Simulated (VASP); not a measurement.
Crystal: Ba2CaBe2.

```
Ba Ca Be
1.0
     4.62801    0.00000    0.00000
     0.00000    4.62801    0.00000
     0.00000    0.00000   11.42036
Ba Ca Be
4 2 4
Direct
  0.25000 0.25000 0.36800
  0.75000 0.75000 0.63200
  0.75000 0.25000 0.00000
  0.25000 0.75000 0.00000
  0.25000 0.25000 0.74900
  0.75000 0.75000 0.25100
  0.25000 0.25000 0.10800
  0.75000 0.75000 0.89200
  0.75000 0.25000 0.50000
  0.25000 0.75000 0.50000
```

Base run:

```yaml
Program: VASP 6.6.1
Functional: PBEsol
Potentials_or_basis: VASP PAW PBE potentials, release 64 (Ba_sv, Ca_sv, Be)
Cutoff: 520 eV
k_mesh: 4 × 4 × 2
Occupations: gaussian, width 0.013 eV
Spin: no spin polarisation
```

Its results: band gap on the k mesh zero (bands 34 and 35 overlap by 1.04 eV); pressure 12.2 GPa; largest force 2.556 eV/Å.

Question: The run is repeated on the same cell with these changes: functional from PBEsol to PBE. What comes out?

Answer: Band gap on the k mesh zero (bands 34 and 35 overlap by 1.03 eV); pressure 14.2 GPa; largest force 2.616 eV/Å.

PBE binds less tightly than PBEsol, so the same cell stands under more pressure.

Caveats: the cell stands under pressure; spin-orbit coupling is left out, which moves the levels of the heavy elements; the PAW data sets were made with another functional, which shifts forces and pressure a little (at least some runs); forces of over 1 eV/Å act on the atoms, so gaps and moduli don't describe the material at rest (at least some runs).
